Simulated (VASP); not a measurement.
## BiTe: single point with HSE06

The system is BiTe.

```
Bi Te
1.0
     2.47022    1.42618    3.38235
    -2.47022    1.42618    3.38235
     0.00000   -2.85237    3.38235
Bi Te
1 1
Direct
  0.50000 0.50000 0.50000
  0.00000 0.00000 0.00000
```

```yaml
Program: VASP 6.6.1
Task: single point
Functional: HSE06
Potentials_or_basis: VASP PAW PBE potentials, release 64 (Bi_d, Te)
Cutoff: 520 eV
k_mesh: 4 × 4 × 4
Occupations: fermi-dirac, width 0.05 eV
Spin: no spin polarisation
Dipole_correction: no
Grid_for_exact_exchange_PRECFOCK: Normal
Further_INCAR_settings: ALGO = Normal; EDIFF = 1e-06; NBANDS = 18
Share_of_exact_exchange: 0.25
Screening_parameter: 0.2079 1/Å
```

```yaml
Pressure: -4.4 GPa
Band_gap_on_the_k_mesh: zero (an odd number of electrons rules out a gap without spin polarisation)
```

Stress tensor (GPa, compression positive):
```
-4.81  0.00  0.00
 0.00 -4.81  0.00
 0.00  0.00 -3.51
```

Levels at points of the mesh, in eV from the Fermi level:
```csv
k point,band 8,band 9,band 10,band 11,band 12,band 13
"(0.00, 0.00, 0.00)",-3.30,-3.30,-1.98,1.94,2.67,2.67
"(0.50, 0.00, 0.00)",-2.19,-2.17,-1.38,-1.06,-0.64,0.29
"(0.50, 0.50, 0.00)",-6.09,-4.93,-3.72,2.76,3.15,3.73
"(0.50, 0.50, 0.50)",-2.68,-2.68,-2.59,-1.72,-1.34,-1.34
```

It took 13 min on 1 thread of Intel(R) Xeon(R) Platinum 8488C (Sapphire Rapids), on a shared host, peak memory 0.33 GiB.

Caveat: the k points lie up to 0.40 Å⁻¹ apart, too coarse for converged energies and pressures of a metal; the PAW data sets were made with another functional, which shifts forces and pressure a little; spin-orbit coupling is left out, which moves the levels of the heavy elements.
